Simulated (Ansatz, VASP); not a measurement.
# One calculation of Sb, two programs

File INCAR:

```
SYSTEM = Sb
PREC = Accurate
ENCUT = 600
EDIFF = 1E-6
ISMEAR = -1
SIGMA = 0.05
LREAL = .False.
LASPH = .True.
NELM = 80
ALGO = Normal
ISIF = 3
LWAVE = .False.
LCHARG = .False.
GGA = RE
IVDW = 13
IBRION = 2
NSW = 60
EDIFFG = -0.01
```

KPOINTS

```
Automatic mesh
0
Gamma
  8 8 8
  0 0 0
```

The input POSCAR:

```
Sb
1.0
    3.1600000000      0.0000000000      0.0000000000
    0.0000000000      3.1600000000      0.0000000000
    0.0000000000      0.0000000000      3.1600000000
Sb
1
Direct
    0.0000000000      0.0000000000      0.0000000000
```

input.yaml

```yaml
crystal:
  lattice:
    - [3.16, 0.0, 0.0]
    - [0.0, 3.16, 0.0]
    - [0.0, 0.0, 3.16]
  atoms:
    - { symbol: Sb, position: [0.0, 0.0, 0.0] }
hamiltonian:
  xc: revpbe
  pseudopotentials: { kind: paw }
  dispersion: d4
kpoints:
  mp_grid: { grid: [8, 8, 8] }
scf:
  occupations: { method: fermi_dirac, width: 0.05 }
output:
  forces: true
  stress: true
  eigenvalues: true
relax:
  f_tol: 0.01
  max_steps: 40
  cell: { stress_tol: 0.05 }
```

Alike in both runs: task relaxation of cell and atoms; functional revPBE; dispersion D4; k mesh 8 × 8 × 8; occupations fermi-dirac, width 0.05 eV; no spin polarisation.

|  | VASP | Ansatz |
| --- | --- | --- |
| version | VASP 6.6.1 | Ansatz 0.2.0 |
| potentials or method | VASP PAW PBE potentials, release 64 (Sb) | Ansatz PAW |
| plane-wave cutoff (eV) | 600 | 420 |
| valence electrons in the cell | 5 | 15 |

VASP gave:

- gap on the k mesh at the Fermi level, each at its own relaxed structure (eV): none
- relaxed volume (Å³/atom): 28.49
- relaxed cell length with the largest relative difference (Å): 3.054

**Question.** Which values does Ansatz return?

**Answer.** gap on the k mesh at the Fermi level, each at its own relaxed structure (eV): none; relaxed volume (Å³/atom): 28.52; relaxed cell length with the largest relative difference (Å): 3.055.

VASP's potentials were made for PBE, not for revPBE. A gap of «none» marks a metal or a gap that the smearing closes. VASP's potentials hold 5 valence electrons a cell and Ansatz's 15, so a difference there can come from the potentials and not from the codes.

Spin-orbit coupling is off throughout. Noted on Ansatz's run: the plane-wave basis is chosen anew once the cell has moved, so the energies of steps on either side of that aren't comparable.
